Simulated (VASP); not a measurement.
Write the native input for VASP 6.6.1 that does the following.

| Property | Result |
| --- | --- |
| Task | relaxation of cell and atoms |
| Functional | revPBE |
| Potentials or basis | VASP PAW PBE potentials, release 64 (Li_sv) |
| Cutoff | 750 eV |
| k mesh | 12 × 12 × 3 |
| Occupations | fermi-dirac, width 0.1 eV |
| Spin | no spin polarisation |
| Dipole correction | no |
| Further INCAR settings | ALGO = Normal; EDIFF = 1e-07; IBRION = 2; EDIFFG = -0.01; NSW = 80; ISIF = 3 |

The structure of Li lies in POSCAR:

```
Li
1.0
    3.1264265076      0.0000000000      0.0000000000
   -1.5632132538      2.7075647787      0.0000000000
    0.0000000000      0.0000000000     10.2109089739
Li
4
Direct
    0.0000000000      0.0000000000      0.0000000000
    0.0000000000      0.0000000000      0.5000000000
    0.3333333333      0.6666666667      0.2500000000
    0.6666666667      0.3333333333      0.7500000000
```

One way to write it, as run:

INCAR

```
PREC = Accurate
ENCUT = 750
EDIFF = 1E-7
ISMEAR = -1
SIGMA = 0.1
LREAL = False
LASPH = True
NELM = 120
ALGO = Normal
ISIF = 3
LWAVE = False
LCHARG = False
GGA = RE
IBRION = 2
NSW = 80
EDIFFG = -0.01
GGA_COMPAT = False
NELMIN = 4
```

KPOINTS

```
regular mesh
0
Gamma
  12 12 3
```

Potentials or basis: VASP PAW PBE potentials, release 64 (Li_sv).

The run is started by

```console
$ cat potpaw_PBE.64/Li_sv/POTCAR > POTCAR
$ mpirun -np 1 vasp_std > vasp.out
```

It gave:

The relaxed volume is 20.92 Å³/atom. The relaxed cell is a = 3.094 Å, b = 3.094 Å, c = 10.093 Å, α = 90.00°, β = 90.00°, γ = 120.00°. The space group after relaxing (to 0.05 Å) is P6_3/mmc (No. 194). The energy gained by relaxing is 0.9 meV/atom. The ionic steps are 3. The pressure after relaxing is 0.0 GPa and the band gap on the k mesh is zero (band 6 reaches 2.15 eV, above the bottom of band 7 at -1.83 eV).

Caveat: the PAW data sets were made with another functional, which shifts forces and pressure a little.

It took 4.3 min on 1 thread of Intel Xeon 8259CL (shared host), peak memory 0.27 GiB.
